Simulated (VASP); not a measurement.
H4CSO2: single point with PBE+D3(BJ)

System: H4CSO2.

```
S O C H
1.0
     8.81516    0.00000    0.00000
     0.00000    8.81516    0.00000
     0.00000    0.00000    8.81516
S O C H
5 10 5 20
Direct
  0.45034 0.28786 0.41958
  0.85702 0.48505 0.40129
  0.13408 0.86532 0.06542
  0.58470 0.59578 0.85500
  0.22285 0.81707 0.53484
  0.51553 0.23779 0.56274
  0.53906 0.39087 0.32559
  0.86463 0.62859 0.31978
  0.83826 0.49079 0.56529
  0.02029 0.98049 0.09779
  0.26029 0.90543 0.96655
  0.42503 0.55944 0.87640
  0.66024 0.69204 0.96599
  0.22584 0.92258 0.40769
  0.22628 0.65536 0.50160
  0.72313 0.22166 0.93329
  0.14991 0.39354 0.13721
  0.15245 0.27059 0.72014
  0.60751 0.96111 0.27904
  0.85574 0.90248 0.65992
  0.75156 0.28834 0.83221
  0.82733 0.17671 0.98404
  0.64919 0.12727 0.90028
  0.66403 0.29255 0.01694
  0.26005 0.38191 0.08093
  0.07903 0.47261 0.07201
  0.16708 0.43945 0.25186
  0.09376 0.28245 0.14322
  0.05273 0.27782 0.79386
  0.12458 0.20096 0.62073
  0.24688 0.21892 0.78241
  0.18481 0.38519 0.68369
  0.69686 0.04529 0.25952
  0.59132 0.94535 0.40129
  0.64136 0.85355 0.22705
  0.50131 0.99957 0.22673
  0.91887 0.96167 0.74946
  0.87106 0.77948 0.66998
  0.89375 0.94103 0.54767
  0.73487 0.92964 0.67183
```

```yaml
Program: VASP 6.6.1
Task: single point
Functional: PBE
Dispersion: D3(BJ)
Potentials_or_basis: VASP PAW PBE potentials, release 64 (S, O, C, H)
Cutoff: 520 eV
k_mesh: 1 × 1 × 1
Occupations: fermi-dirac, width 0.05 eV
Spin: no spin polarisation
Dipole_correction: no
Further_INCAR_settings: LREAL = Auto; ALGO = Normal; EDIFF = 1e-06; NBANDS = 91
```

```yaml
Pressure: -0.8 GPa
Largest_force: 0.436 eV/Å
Band_gap_on_the_k_mesh: 2.88 eV
Dispersion_energy_per_atom: -0.042 eV
```

Forces on the atoms (eV/Å):
```
S    0.250 -0.015  0.278
S   -0.019  0.387  0.081
S   -0.035  0.266 -0.087
S   -0.101  0.161  0.261
S    0.004 -0.139 -0.306
O   -0.167  0.127 -0.382
O   -0.093 -0.116  0.117
O   -0.006 -0.350  0.182
O    0.028 -0.018 -0.247
O    0.276 -0.223 -0.082
O   -0.255 -0.051  0.175
O    0.310  0.099 -0.026
O   -0.199 -0.273 -0.254
O    0.004 -0.195  0.236
O    0.001  0.323  0.077
C   -0.013 -0.021  0.019
C   -0.053  0.027  0.037
C    0.019  0.020 -0.021
C    0.000 -0.005 -0.001
C    0.032  0.039 -0.013
H   -0.008  0.012 -0.011
H   -0.010  0.002  0.005
H    0.002  0.030  0.017
H    0.013 -0.004 -0.009
H    0.002  0.006 -0.015
H    0.035 -0.060  0.039
H   -0.004 -0.018 -0.067
H    0.026  0.052  0.004
H   -0.005 -0.001 -0.002
H    0.007  0.010  0.007
H   -0.027  0.000 -0.021
H   -0.014 -0.046  0.023
H    0.018  0.003 -0.008
H    0.004 -0.004  0.008
H    0.006 -0.005 -0.010
H   -0.012  0.000 -0.008
H   -0.028 -0.019 -0.053
H    0.013  0.011 -0.006
H   -0.019 -0.019  0.054
H    0.015  0.010  0.011
```

Stress tensor (GPa, compression positive):
```
-0.69 -0.08  0.01
-0.08 -0.90  0.07
 0.01  0.07 -0.94
```

Levels at points of the mesh, in eV from the valence-band top:
```
           k point  band 62  band 63  band 64  band 65  band 66  band 67  band 68  band 69
(0.00, 0.00, 0.00)    -0.50    -0.13    -0.11     0.00     2.88     3.09     3.36     3.39
```

Run time: 3.9 min on 1 thread of Intel(R) Xeon(R) Platinum 8488C (Sapphire Rapids), on a shared host, peak memory 0.68 GiB.

Caveat: the k points lie up to 0.71 Å⁻¹ apart.
